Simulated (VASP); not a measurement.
Here is a VASP 6.6.1 calculation.

The input INCAR:

```
PREC = Accurate ; ENCUT = 520
EDIFF = 1E-6 ; ISMEAR = 0
SIGMA = 0.1 ; LREAL = False
LASPH = True ; NELM = 150
ALGO = Normal ; ISIF = 2
LWAVE = False ; LCHARG = False
ISPIN = 2 ; MAGMOM = -0.56 3.24 0
LORBIT = 11 ; LMAXMIX = 4
GGA = PE ; NBANDS = 27
```

File KPOINTS:

```
regular mesh
0
Gamma
  6 6 4
```

The input POSCAR:

```
NbCrCl
1.0
    3.6511830197      0.0000000000      0.0000000000
    0.0000000000      3.6511830197      0.0000000000
    0.0000000000      0.0000000000      4.8568572875
Nb Cr Cl
1 1 1
Direct
    0.5000000000      0.5000000000      0.0000000000
    0.0000000000      0.0000000000      0.0000000000
    0.5000000000      0.5000000000      0.5000000000
```

Potentials or basis: VASP PAW PBE potentials, release 64 (Nb_sv, Cr_pv, Cl).

The run is started by

```bash
$ cat potpaw_PBE.64/Nb_sv/POTCAR potpaw_PBE.64/Cr_pv/POTCAR potpaw_PBE.64/Cl/POTCAR > POTCAR
$ mpirun -np 1 vasp_std > vasp.out
```

**Question.** Estimate the pressure.

**Answer.** -0.1 GPa.

**Question.** Predict the net moment.

**Answer.** 2.47 μB per cell.

**Question.** Predict the site moments.

**Answer.** Nb -0.69; Cr +2.98; Cl +0.06 μB.

Caveat: a cell with one magnetic atom can't hold antiferromagnetic order, which such compounds often take.
